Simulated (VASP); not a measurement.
Input of a VASP 6.6.1 run:

The input INCAR:

```
  PREC = Accurate
  ENCUT = 520
  EDIFF = 1E-6
  ISMEAR = 0
  SIGMA = 0.1
  LREAL = False
  LASPH = True
  NELM = 80
  ALGO = Normal
  ISIF = 2
  LWAVE = False
  LCHARG = True
  GGA = PE
  LELF = True
  LVHAR = True
  NBANDS = 35
```

KPOINTS

```
regular mesh
0
Gamma
  6 6 2
```

The input POSCAR:

```
BaHf3O2
1.0
    3.0671336977      0.0000000000      0.0000000000
    0.0000000000      3.0671336977      0.0000000000
    0.0000000000      0.0000000000     12.3844997645
Ba Hf O
1 3 2
Direct
    0.5000000000      0.5000000000      0.5000000000
    0.0000000000      0.0000000000      0.0000000000
    0.0000000000      0.0000000000      0.7617121781
    0.0000000000      0.0000000000      0.2382878219
    0.5000000000      0.5000000000      0.7274410779
    0.5000000000      0.5000000000      0.2725589221
```

Potentials or basis: VASP PAW PBE potentials, release 64 (Ba_sv, Hf_pv, O).

Run with:

```bash
$ cat potpaw_PBE.64/Ba_sv/POTCAR potpaw_PBE.64/Hf_pv/POTCAR potpaw_PBE.64/O/POTCAR > POTCAR
$ mpirun -np 1 vasp_std > vasp.out
```

Q: What does it give for the largest force?

A: 0.117 eV/Å.

Q: Estimate the band gap on the k mesh.

A: Zero (band 26 reaches 5.04 eV, above the bottom of band 27 at 4.31 eV).

Q: Predict the pressure.

A: -0.1 GPa.

Forces in eV/Å, atoms in the order of the input:
```
Ba   0.000  0.000  0.000
Hf   0.000  0.000  0.000
Hf   0.000  0.000 -0.017
Hf   0.000  0.000  0.017
O    0.000  0.000  0.117
O    0.000  0.000 -0.117
```

Caveat: spin-orbit coupling is left out, which moves the levels of the heavy elements.
